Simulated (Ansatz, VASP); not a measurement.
Ge in VASP and in Ansatz

```
Ge
1.0
     3.82398    0.00000    0.00000
    -1.91199    3.62376    0.00000
     0.00000    0.00000   13.14505
Ge
8
Direct
  0.00000 0.00000 0.40681
  0.00000 0.00000 0.59319
  0.00000 0.00000 0.90681
  0.00000 0.00000 0.09319
  0.33333 0.66667 0.34414
  0.66667 0.33333 0.65586
  0.66667 0.33333 0.84414
  0.33333 0.66667 0.15586
```

Change from the starting cell: strain -0.0450 x Voigt [1, -1, 0, 0, 0, 0], atoms carried along.

Alike in both runs: task single point; functional PBEsol; k mesh 12 × 12 × 4; occupations gaussian, width 0.15 eV; no spin polarisation.

```csv
,VASP,Ansatz
version,VASP 6.6.1,Ansatz 0.2.0
potentials or method,"VASP PAW PBE potentials, release 64 (Ge_d), cutoff 520 eV","scalar-relativistic, plane waves, PAW"
valence electrons in the cell,112,112
```

```tsv
	VASP	Ansatz	Ansatz less VASP
gap on the k mesh at the Fermi level (eV)	none	none	-
pressure (GPa)	0.5	0.6	+0.11
traceless stress, the component that is largest in VASP (GPa)	6.16	6.16	+0.005
rms of the force components (eV/Å)	0.325	0.328	+0.0030
```

VASP's potentials were made for PBE, not for PBEsol. Atom by atom the forces differ by 0.003 eV/Å (rms over components). A gap of «none» marks a metal or a gap that the smearing closes.
